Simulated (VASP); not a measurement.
MnO: single point with PBE+U

Crystal: MnO.

```
Mn O
1.0
     0.00000    2.26646    2.26646
     2.26646    0.00000    2.26646
     2.26646    2.26646    0.00000
Mn O
1 1
Direct
  0.00000 0.00000 0.00000
  0.50000 0.50000 0.50000
```

| Property | Result |
| --- | --- |
| Program | VASP 6.6.1 |
| Task | single point |
| Functional | PBE |
| Potentials or basis | VASP PAW PBE potentials, release 64 (Mn_pv, O) |
| Cutoff | 520 eV |
| k mesh | 12 × 12 × 12 |
| Occupations | gaussian, width 0.05 eV |
| Spin | collinear spin, ferromagnetic start |
| Starting moments | [4.76, 0.18] μB |
| Hubbard terms | Mn d U = 3.9 eV |
| Dipole correction | no |
| Further INCAR settings | ALGO = Normal; EDIFF = 1e-07; NBANDS = 20 |

```yaml
Pressure: -1.5 GPa
Band_gap_on_the_k_mesh: 0.10 eV, indirect (least direct gap 2.26 eV)
Net_moment: 5.00 μB per cell
Site_moments: Mn +4.63; O +0.14 μB
Valence_electrons_inside_the_program's_atomic_spheres: Mn 11.29; O 4.98
```

Levels at points of the mesh, in eV from the valence-band top:
Spin up:
```tsv
k point	band 10	band 11	band 12	band 13	band 14	band 15
(0.00, 0.00, 0.00)	-2.43	-2.43	-2.43	0.10	14.60	16.05
(0.50, 0.00, 0.00)	-2.48	0.00	0.00	4.19	8.13	12.27
(0.50, 0.50, 0.00)	-3.08	-3.08	-3.01	5.36	8.47	10.28
```
Spin down:
| k point | band 3 | band 4 | band 5 | band 6 | band 7 | band 8 | band 9 | band 10 | band 11 | band 12 |
| --- | --- | --- | --- | --- | --- | --- | --- | --- | --- | --- |
| (0.00, 0.00, 0.00) | -44.71 | -18.42 | -2.16 | -2.16 | -2.16 | 1.45 | 3.39 | 3.39 | 3.39 | 3.93 |
| (0.50, 0.00, 0.00) | -44.71 | -17.57 | -5.90 | -3.25 | -3.25 | 4.36 | 4.66 | 4.66 | 5.24 | 5.86 |
| (0.50, 0.50, 0.00) | -44.73 | -17.53 | -5.11 | -3.10 | -3.10 | 1.62 | 4.48 | 4.53 | 5.15 | 5.15 |

Eigenvalues of the final occupation matrices:
```tsv
site	spin	trace	eigenvalues
site 1 d	1	4.77	0.94 0.94 0.94 0.97 0.97
site 1 d	2	0.18	0.02 0.02 0.02 0.07 0.07
```

It took 54 s on 1 thread of AMD EPYC 7R13 Processor (Zen 3), on a shared host, peak memory 0.15 GiB.

Caveat: a cell with one magnetic atom can't hold antiferromagnetic order, which such compounds often take. The state reached can hang on the start; a lower one may exist.
